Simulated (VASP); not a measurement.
# SiTe7 (Cm) in VASP: single point with PBE

Aim: the single point of SiTe7 with PBE.

Everything below comes from runs of VASP 6.6.1. Logs are shortened: lines on timing, memory, paths and dates and some standing lists are left out, and cuts for length are marked.

## (1) The cell of the first run

The structure is monoclinic, space group Cm (No. 8). Conventional cell: a = 9.194 Å, b = 8.806 Å, c = 6.367 Å, α = 90.00°, β = 93.60°, γ = 90.00°. Within 3.7 Å of Si (site symmetry m) lie 6 Te at 2.75 to 3.64 Å. Within 3.7 Å of Te (site symmetry 1) lie 2 Si at 2.75 to 3.64 Å and 4 Te at 3.15 to 3.23 Å. Te (site symmetry m) has 2 Si at 2.75 to 3.64 Å and 4 Te at 3.15 to 3.23 Å within 3.7 Å. Te (site symmetry 1) has 6 Te at 3.15 to 3.23 Å within 4.1 Å. Te (site symmetry m) has 6 Te at 3.18 to 3.19 Å within 4.2 Å. Te (site symmetry m) has 14 Te at 3.15 to 4.60 Å and 3 Si at 4.26 to 4.42 Å within 4.7 Å.

## (2) Single point, PBE

Contents of INCAR:

```
PREC = Accurate
ENCUT = 500
EDIFF = 1E-6
ISMEAR = 0
SIGMA = 0.1
LREAL = F
LASPH = T
NELM = 120
ALGO = Normal
ISIF = 2
LWAVE = F
LCHARG = T
GGA = PE
LELF = T
LVHAR = T
NBANDS = 33
GGA_COMPAT = F
```

Contents of KPOINTS:

```
regular mesh
0
Gamma
  6 6 6
```

Contents of POSCAR:

```
SiTe7
1.0
    4.5968332643     -4.4027831846      0.0085400785
    4.5968332643      4.4027831846      0.0085400785
   -0.4121066067      0.0000000000      6.3536311035
Si Te
1 7
Direct
    0.9778960207      0.9778960207      0.0220729232
    0.5454913255      0.0064525849      0.9934363129
    0.0064525849      0.5454913255      0.9934363129
    0.0064355092      0.0064355092      0.4545283113
    0.5134325851      0.0111401203      0.4864949157
    0.5115355891      0.5115355891      0.4879844679
    0.0111401203      0.5134325851      0.4864949157
    0.5133890754      0.5133890754      0.9884276304
```

Potentials or basis: VASP PAW PBE potentials, release 64 (Si, Te).

Run with:

```console
> cat potpaw_PBE.64/Si/POTCAR potpaw_PBE.64/Te/POTCAR > POTCAR
> mpirun -np 1 vasp_std > vasp.out
```

OUTCAR:

```text
PREC = Accurate
   ENCUT = 500
   EDIFF = 1E-6
   ISMEAR = 0
   LREAL = F
   LASPH = T
   NELM = 120
   ISIF = 2
   GGA = PE

 ion  position               nearest neighbor table
   1  0.978  0.978  0.022-   2 2.75   3 2.75   4 2.75
   2  0.545  0.006  0.993-   1 2.75   8 3.15   5 3.15   8 3.23   5 3.23
   3  0.006  0.545  0.993-   1 2.75   8 3.15   7 3.15   8 3.23   7 3.23
   4  0.006  0.006  0.455-   1 2.75   5 3.15   7 3.15   7 3.23   5 3.23
   5  0.513  0.011  0.486-   4 3.15   2 3.15   6 3.18   6 3.18   4 3.23   2 3.23
   6  0.512  0.512  0.488-   5 3.18   7 3.18   8 3.18   5 3.18   7 3.18   8 3.19
   7  0.011  0.513  0.486-   4 3.15   3 3.15   6 3.18   6 3.18   4 3.23   3 3.23
   8  0.513  0.513  0.988-   2 3.15   3 3.15   6 3.18   6 3.19   2 3.23   3 3.23

  LATTYP: Found a base centered monoclinic cell.
 ALAT       =     9.1936823945
 B/A-ratio  =     0.9577844863
 C/A-ratio  =     0.6925388270
 COS(beta)  =    -0.0628715498

  Lattice vectors:

 A1 = (   4.5968332643,  -4.4027831846,   0.0085400785)
 A2 = (   4.5968332643,   4.4027831846,   0.0085400785)
 A3 = (  -0.4121066067,   0.0000000000,   6.3536311035)

Analysis of symmetry for initial positions (statically):
=====================================================================
 Subroutine PRICEL returns:
 Original cell was already a primitive cell.

 Routine SETGRP: Setting up the symmetry group for a
 base centered monoclinic supercell.

 Subroutine GETGRP returns: Found  2 space group operations
 (whereof  2 operations were pure point group operations)
 out of a pool of  4 trial point group operations.

The static configuration has the point symmetry C_1h.

Analysis of symmetry for dynamics (positions and initial velocities):
=====================================================================
 Subroutine PRICEL returns:
 Original cell was already a primitive cell.

 Routine SETGRP: Setting up the symmetry group for a
 base centered monoclinic supercell.

 Subroutine GETGRP returns: Found  2 space group operations
 (whereof  2 operations were pure point group operations)
 out of a pool of  4 trial point group operations.

The dynamic configuration has the point symmetry C_1h.

 Subroutine INISYM returns: Found  2 space group operations
 (whereof  2 operations are pure point group operations),
 and found     1 'primitive' translations

----------------------------------------------------------------------------------------

                                     Primitive cell

  volume of cell :     257.2115

  direct lattice vectors                    reciprocal lattice vectors
     4.596833264 -4.402783185  0.008540078     0.108757427 -0.113564529  0.007054179
     4.596833264  4.402783185  0.008540078     0.108757427  0.113564529  0.007054179
    -0.412106607  0.000000000  6.353631103    -0.000292367  0.000000000  0.157371351

  length of vectors
     6.365174684  6.365174684  6.366982021     0.157400259  0.157400259  0.157371623

  position of ions in fractional coordinates (direct lattice)
     0.977896021  0.977896021  0.022072923
     0.545491326  0.006452585  0.993436313
     0.006452585  0.545491326  0.993436313
     0.006435509  0.006435509  0.454528311
     0.513432585  0.011140120  0.486494916
     0.511535589  0.511535589  0.487984468
     0.011140120  0.513432585  0.486494916
     0.513389075  0.513389075  0.988427630

  ion indices of the primitive-cell ions
   primitive index   ion index
                 1           1
                 2           2
                 3           3
                 4           4
                 5           5
                 6           6
                 7           7
                 8           8

----------------------------------------------------------------------------------------

 KPOINTS: regular mesh

Automatic generation of k-mesh.
 Grid dimensions read from file:
 generate k-points for:    6    6    6

 Generating k-lattice:

  Cartesian coordinates                     Fractional coordinates (reciprocal lattice)
     0.018126238 -0.018927422  0.001175697     0.166666667  0.000000000  0.000000000
     0.018126238  0.018927422  0.001175697     0.000000000  0.166666667  0.000000000
    -0.000048728  0.000000000  0.026228559     0.000000000  0.000000000  0.166666667

  Length of vectors
     0.026233377  0.026233377  0.026228604

  Shift w.r.t. Gamma in fractional coordinates (k-lattice)
     0.000000000  0.000000000  0.000000000

 Subroutine IBZKPT returns following result:
 ===========================================

 Found     68 irreducible k-points:

 Following reciprocal coordinates:
            Coordinates               Weight
  0.000000  0.000000  0.000000      1.000000
  0.166667  0.000000  0.000000      4.000000
  0.333333  0.000000  0.000000      4.000000
  0.500000  0.000000  0.000000      2.000000
  0.166667  0.166667  0.000000      2.000000
  0.333333  0.166667  0.000000      4.000000
[... 16 lines left out ...]
 -0.333333  0.166667  0.166667      4.000000
 -0.166667  0.166667  0.166667      4.000000
 [... further k-points ...]
   k-points           NKPTS =     68   k-points in BZ     NKDIM =     68   number of bands    NBANDS=     33
   number of dos      NEDOS =    301   number of ions     NIONS =      8
   total plane-waves  NPLWV = 110592
   dimension x,y,z NGX =    48 NGY =   48 NGZ =   48
   dimension x,y,z NGXF=    96 NGYF=   96 NGZF=   96
   ions per type =               1   7
   NGX,Y,Z   is equivalent  to a cutoff of  12.54, 12.54, 12.53 a.u.
   NGXF,Y,Z  is equivalent  to a cutoff of  25.07, 25.07, 25.07 a.u.
 SYSTEM =  unknown system
   PREC   = accura    normal or accurate (medium, high low for compatibility)
   ISTART =      0    job   : 0-new  1-cont  2-samecut
   ICHARG =      2    charge: 1-file 2-atom 10-const
   ISPIN  =      1    spin polarized calculation?
   LNONCOLLINEAR =      F non collinear calculations
   LSORBIT =      F    spin-orbit coupling
   LASPH  =      T    aspherical Exc in radial PAW
   ENCUT  =  500.0 eV  36.75 Ry    6.06 a.u.  11.61 11.61 11.61*2*pi/ulx,y,z
   NELM   =    120;   NELMIN=  2; NELMDL= -5     # of ELM steps
   EDIFF  = 0.1E-05   stopping-criterion for ELM
   LREAL  =      F    real-space projection
   EDIFFG = 0.1E-04   stopping-criterion for IOM
   NSW    =      0    number of steps for IOM
   IBRION =     -1    ionic relax: 0-MD 1-quasi-New 2-CG
   NFREE  =      0    steps in history (QN), initial steepest desc. (CG)
   ISIF   =      2    stress and relaxation
   ISYM   =      2    0-nonsym 1-usesym 2-fastsym
   POTIM  = 0.5000    time-step for ionic-motion
   TEBEG  =    0.0;   TEEND  =   0.0 temperature during run
   PSTRESS=    0.0 pullay stress
   NELECT =      46.0000    total number of electrons
   NUPDOWN=      -1.0000    fix difference up-down
   EMIN   =  10.00;   EMAX   =-10.00  energy-range for DOS
   EFERMI =   0.00;   METHOD = LEGACY
   ISMEAR =     0;   SIGMA  =   0.10  broadening in eV -4-tet -1-fermi 0-gaus
   EFERMI_NEDOS =   21; number of points for ismear=-14 and -15
   IALGO  =     38    algorithm
   IMIX   =      4    mixing-type and parameters
     AMIX     =   0.40;   BMIX     =  1.00
     AMIX_MAG =   1.60;   BMIX_MAG =  1.00
  volume/ion in A,a.u.               =      32.15       216.97
  Fermi-wavevector in a.u.,A,eV,Ry     =   0.922353  1.742995 11.574961  0.850736
  Thomas-Fermi vector in A             =   2.047871
   LORBIT       =      0    0 simple, 1 ext, 2 COOP (PROOUT), +10 PAW based schemes
   GGA     = PE    functional components
   LHFCALC =     F    Hartree Fock is set to
   AEXX    =    0.0000 exact exchange contribution
   IVDW    =     0    specifies the selected vdW correction
   LEPSILON=     F    determine dielectric tensor
   LRPA    =     F    only Hartree local field effects (RPA)
 non-spin polarized calculation
 Gauss-broadening in eV      SIGMA  =   0.10
  energy-cutoff  :      500.00
  volume of cell :      257.21
 maximum number of plane-waves:      6557
 NGX is ok and might be reduce to    48
   NGX = 23   NGY = 23   NGZ = 23

 number of electron      46.0000000 magnetization

 Free energy of the ion-electron system (eV)
  ---------------------------------------------------
  ext. energy  EPLUGINS =         0.00000000
  ---------------------------------------------------
  free energy    TOTEN  =       -26.51977962 eV

  energy without entropy =      -26.49796942  energy(sigma->0) =      -26.50887452

 E-fermi :   6.0844     XC(G=0):  -9.1455

 val. band max:        6.0833410880   @ k =  -0.1667  -0.3333   0.3333
 cond. band min:       6.0909765327   @ k =  -0.3333  -0.3333   0.1667
 fundamental gap:      0.0076354447
 Fermi energy:         6.0844131345

 k-point     1 :       0.0000    0.0000    0.0000
  band No.  band energies     occupation
      1      -7.4585      2.00000
      2      -5.8298      2.00000
      3      -5.8275      2.00000
      4      -5.3292      2.00000
      5      -4.0594      2.00000
      6      -4.0570      2.00000
[... 25 lines left out ...]
     32       9.2832      0.00000
     33      10.5629      0.00000

 k-point     2 :       0.1667    0.0000    0.0000
  band No.  band energies     occupation
      1      -7.3811      2.00000
      2      -5.9476      2.00000
      3      -5.7470      2.00000
      4      -5.3240      2.00000
      5      -4.2390      2.00000
      6      -4.0750      2.00000
[... 25 lines left out ...]
     32       9.3337      0.00000
     33      10.2250      0.00000
[... 754 lines left out ...]
     32       9.6722      0.00000
     33       9.9139      0.00000

 k-point    24 :      -0.1667    0.1667    0.1667
  band No.  band energies     occupation
      1      -7.2197      2.00000
      2      -5.9004      2.00000
      3      -5.8296      2.00000
      4      -5.3610      2.00000
      5      -4.3879      2.00000
      6      -4.3043      2.00000
[... 25 lines left out ...]
     32       9.4692      0.00000
     33      10.0141      0.00000

 [... further k-points ...]

------------------------ aborting loop because EDIFF is reached ----------------------------------------

  FORCE on cell =-STRESS in cart. coord.  units (eV):
  Direction    XX          YY          ZZ          XY          YZ          ZX
  --------------------------------------------------------------------------------------
  -------------------------------------------------------------------------------------
  Total        0.0159023     -0.0076343     -0.0226470      0.0000000      0.0000000      0.0080717
  in kB        0.0990559     -0.0475545     -0.1410685      0.0000000      0.0000000      0.0502790
  external PRESSURE =      -0.0298557 kB  Pullay stress =       0.0000000 kB

 VOLUME and BASIS-vectors are now :
 -----------------------------------------------------------------------------
  energy-cutoff  :      500.00
  volume of cell :      257.21
      direct lattice vectors                 reciprocal lattice vectors
     4.596833264 -4.402783185  0.008540078     0.108757427 -0.113564529  0.007054179
     4.596833264  4.402783185  0.008540078     0.108757427  0.113564529  0.007054179
    -0.412106607  0.000000000  6.353631103    -0.000292367  0.000000000  0.157371351

 POSITION                                       TOTAL-FORCE (eV/Angst)
 -----------------------------------------------------------------------------------
      8.98135      0.00000      0.15695         0.001668      0.000000      0.002874
      2.12779     -2.37327      6.31664        -0.002724      0.005745     -0.003816
      2.12779      2.37327      6.31664        -0.002724     -0.005745     -0.003816
     -0.12815      0.00000      2.88802         0.006299      0.000000      0.004405
      2.21089     -2.21148      3.09549         0.000507      0.001712     -0.001500
      4.50179      0.00000      3.10921        -0.000922      0.000000      0.004317
      2.21089      2.21148      3.09549         0.000507     -0.001712     -0.001500
      4.31259      0.00000      6.28887        -0.002610      0.000000     -0.000963
 -----------------------------------------------------------------------------------
    total drift:                                0.000074     -0.000000     -0.000120

  FREE ENERGIE OF THE ION-ELECTRON SYSTEM (eV)
  ---------------------------------------------------
  free  energy   TOTEN  =       -26.5197796190 eV

  energy  without entropy=      -26.4979694217  energy(sigma->0) =      -26.50887452
```

It took 10 min on 1 thread of AMD EPYC 9755, shared host; peak memory 0.55 GiB.

Results:

```
Free energy            : -26.5198 eV
Pressure               : 0.0 GPa
Largest force          : 0.008 eV/Å
Band gap on the k mesh : zero (bands 23 and 24 overlap by 2.83 eV)
```

Forces in eV/Å, atoms in the order of the input:
```
Si   0.002  0.000  0.003
Te  -0.003  0.006 -0.004
Te  -0.003 -0.006 -0.004
Te   0.006  0.000  0.004
Te   0.001  0.002 -0.002
Te  -0.001  0.000  0.004
Te   0.001 -0.002 -0.002
Te  -0.003  0.000 -0.001
```

Caveat: spin-orbit coupling is left out, which moves the levels of the heavy elements.
